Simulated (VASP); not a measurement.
Here is a VASP 6.6.1 calculation.

File INCAR:

```
ALGO = Normal
EDIFF = 1E-8
ENCUT = 520
GGA = CA
ISIF = 2
ISMEAR = -1
LASPH = T
LCHARG = F
LEFG = T
LREAL = F
LWAVE = F
NBANDS = 15
NELM = 80
PREC = Accurate
SIGMA = 0.03
```

Contents of KPOINTS:

```
k-points
0
Gamma
  10 10 10
```

Contents of POSCAR:

```
LaP
1.0
    0.0000000000      3.0521427040      3.0521427040
    3.0521427040      0.0000000000      3.0521427040
    3.0521427040      3.0521427040      0.0000000000
La P
1 1
Direct
    0.0000000000      0.0000000000      0.0000000000
    0.5000000000      0.5000000000      0.5000000000
```

Potentials or basis: VASP PAW LDA potentials, release 64 (La, P).

The run is started by

```console
$ cat potpaw_LDA.64/La/POTCAR potpaw_LDA.64/P/POTCAR > POTCAR
$ mpirun -np 1 vasp_std > vasp.out
```

(1) Estimate the pressure.

(2) Predict the band gap on the k mesh.

Results:

(1) -5.7 GPa.

(2) zero (band 8 reaches 6.03 eV, above the bottom of band 9 at 5.87 eV).

Caveat: without QUAD_EFG the Cq values of the log hold for a quadrupole moment of 1 mb, not for the nuclei; spin-orbit coupling is left out, which moves the levels of the heavy elements.
